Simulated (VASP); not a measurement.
Crystal: Sb2As2C.

```
Sb As C
1.0
     4.16803    0.00000    0.00000
    -2.08401    3.60962    0.00000
     0.00000    0.00000    8.14150
Sb As C
2 2 1
Direct
  0.00000 0.00000 0.33138
  0.00000 0.00000 0.66862
  0.33333 0.66667 0.00000
  0.66667 0.33333 0.00000
  0.66667 0.33333 0.50000
```

The cell was generated, and may not be a known phase.

| Quantity | Value |
| --- | --- |
| Program | VASP 6.6.1 |
| Task | relaxation of cell and atoms |
| Functional | PBE |
| Potentials or basis | VASP PAW PBE potentials, release 64 (Sb, As, C) |
| Cutoff | 600 eV |
| k mesh | 12 × 12 × 6 |
| Occupations | gaussian, width 0.1 eV |
| Spin | no spin polarisation |

At the start: pressure -0.1 GPa; volume 24.50 Å³/atom.

Problem. How do energy, volume and symmetry change on relaxing?

Solution. Over 11 steps the energy falls by 4.0 meV/atom and the volume is 25.26 Å³/atom (+3.1 %); space group P-6m2 (No. 187, to 0.1 Å) before and after.

Step by step:
```tsv
step	energy change (eV)	largest force (eV/Å)	pressure (GPa)	volume (Å³)
1	0.0000	0.1297	-0.11	122.49
2	-0.0046	0.1254	0.18	122.18
3	-0.0066	0.1196	0.51	121.84
4	-0.0101	0.1204	0.38	122.53
5	-0.0171	0.1253	0.02	124.61
6	-0.0165	0.0813	-0.56	128.80
7	-0.0194	0.1045	-0.25	126.48
8	-0.0193	0.1291	0.19	126.37
9	-0.0202	0.0079	-0.03	126.42
10	-0.0202	0.0057	-0.04	126.43
11	-0.0202	0.0025	0.02	126.29
```

Final structure:
```cif
data_structure
_symmetry_space_group_name_H-M 'P 1'
_symmetry_Int_Tables_number 1
_cell_length_a 4.1463
_cell_length_b 4.1463
_cell_length_c 8.4825
_cell_angle_alpha 90.000
_cell_angle_beta 90.000
_cell_angle_gamma 120.000
_cell_volume 126.29
loop_
_atom_site_label
_atom_site_type_symbol
_atom_site_fract_x
_atom_site_fract_y
_atom_site_fract_z
_atom_site_occupancy
Sb1 Sb 0.00000 0.00000 0.33983 1
Sb2 Sb 0.00000 0.00000 0.66017 1
As1 As 0.33333 0.66667 0.00000 1
As2 As 0.66667 0.33333 0.00000 1
C1 C 0.66667 0.33333 0.50000 1
```

Caveat: this functional lacks dispersion, which binds layers or chains, so the pressure and a relaxed spacing across them are unreliable.
